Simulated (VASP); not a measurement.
Ge2Sb2O: relaxation of cell and atoms with PBE

Crystal: Ge2Sb2O.

```
Ge Sb O
1.0
     3.78313    0.00000    0.00000
     0.00000    3.78313    0.00000
     0.00000    0.00000    7.21867
Ge Sb O
2 2 1
Direct
  0.50000 0.50000 0.20855
  0.50000 0.50000 0.79145
  0.00000 0.00000 0.00000
  0.00000 0.00000 0.50000
  0.50000 0.50000 0.50000
```

The cell was generated, and may not be a known phase.

* Program: VASP 6.6.1
* Task: relaxation of cell and atoms
* Functional: PBE
* Potentials or basis: VASP PAW PBE potentials, release 64 (Ge_d, Sb, O)
* Cutoff: 600 eV
* k mesh: 4 × 4 × 4
* Occupations: gaussian, width 0.1 eV
* Spin: no spin polarisation
* Dipole correction: no
* Further INCAR settings: ALGO = Normal; EDIFF = 1e-07; IBRION = 2; EDIFFG = -0.04; NSW = 90; ISIF = 3

```json
{
  "Relaxed volume": "20.62 Å³/atom",
  "Relaxed cell": "a = 3.386 Å, b = 3.386 Å, c = 8.992 Å, α = 90.00°, β = 90.00°, γ = 90.00°",
  "Space group after relaxing (to 0.1 Å)": "P4/mmm (No. 123)",
  "Energy gained by relaxing": "76.9 meV/atom",
  "Ionic steps": "23",
  "Pressure after relaxing": "0.0 GPa",
  "Band gap on the k mesh": "zero (bands 22 and 23 overlap by 2.51 eV)"
}
```

Stress tensor (GPa, compression positive):
```
 0.13  0.00  0.00
 0.00  0.13  0.00
 0.00  0.00 -0.26
```

The path:
```
step  energy change (eV)  largest force (eV/Å)  pressure (GPa)  volume (Å³)
   1              0.0000                0.3212           -0.01       103.31
   2             -0.0336                0.1900           -0.34       103.28
   3             -0.0981                0.3254           -0.45       103.10
   4             -0.1033                0.4782           -0.24       102.99
   5             -0.1309                0.3597           -0.10       102.68
   6             -0.2185                0.0659            0.24       101.59
   7             -0.3011                0.2495            2.75        98.68
   8             -0.2951                0.2915            4.17        97.47
   9             -0.3041                0.3471            3.33        98.16
  10             -0.3025                0.3257            3.72        97.82
  11             -0.3117                0.2825            3.61        98.14
  12             -0.3134                0.2204            3.50        98.62
  13             -0.3146                0.2412            3.52        98.45
  14             -0.3271                0.2413            3.05        99.02
  15             -0.3544                0.2412            1.68       100.72
  16             -0.3669                0.2301           -0.76       104.18
  17             -0.3689                0.2348           -0.15       103.24
  18             -0.3701                0.2242           -0.14       103.25
  19             -0.3735                0.1930           -0.14       103.25
  20             -0.3787                0.1326           -0.13       103.27
  21             -0.3833                0.0216           -0.09       103.29
  22             -0.3834                0.0065           -0.09       103.30
  23             -0.3845                0.0004            0.00       103.09
```

Final structure:
```xyz
5
Lattice="3.3859 0.0000 0.0000 0.0000 3.3859 0.0000 0.0000 0.0000 8.9922" Properties=species:S:1:pos:R:3 pbc="T T T"
Ge    1.6930    1.6930    2.0019
Ge    1.6930    1.6930    6.9903
Sb    0.0000    0.0000    0.0000
Sb    0.0000    0.0000    4.4961
O     1.6930    1.6930    4.4961
```

Levels at points of the mesh, in eV from the Fermi level:
```csv
k point,band 18,band 19,band 20,band 21,band 22,band 23,band 24,band 25,band 26
"(0.00, 0.00, 0.00)",-5.01,-0.46,0.65,0.65,1.38,1.80,2.82,2.82,4.76
"(0.50, 0.00, 0.00)",-4.00,-3.65,-1.60,-0.76,-0.34,-0.21,2.30,3.02,3.42
"(0.50, 0.50, 0.00)",-4.29,-4.29,-3.46,-1.82,-1.82,-1.14,0.16,0.98,0.98
"(0.00, 0.00, 0.50)",-3.64,-1.26,0.21,0.62,0.62,2.88,2.88,3.69,4.26
"(0.50, 0.00, 0.50)",-4.00,-3.06,-1.63,-1.21,-1.11,1.98,2.31,3.33,3.67
"(0.50, 0.50, 0.50)",-4.38,-4.38,-3.93,-1.48,-1.48,-0.42,-0.05,0.58,0.58
```

Run time: 13 min on 1 thread of Intel(R) Xeon(R) 6975P-C (Granite Rapids) (shared host), peak memory 0.26 GiB.

Caveat: the k points lie up to 0.46 Å⁻¹ apart in the final cell, too coarse for converged energies and pressures of a metal; a cell axis changed by over 15 % at a fixed basis, so the end point is rough; spin-orbit coupling is left out, which moves the levels of the heavy elements.
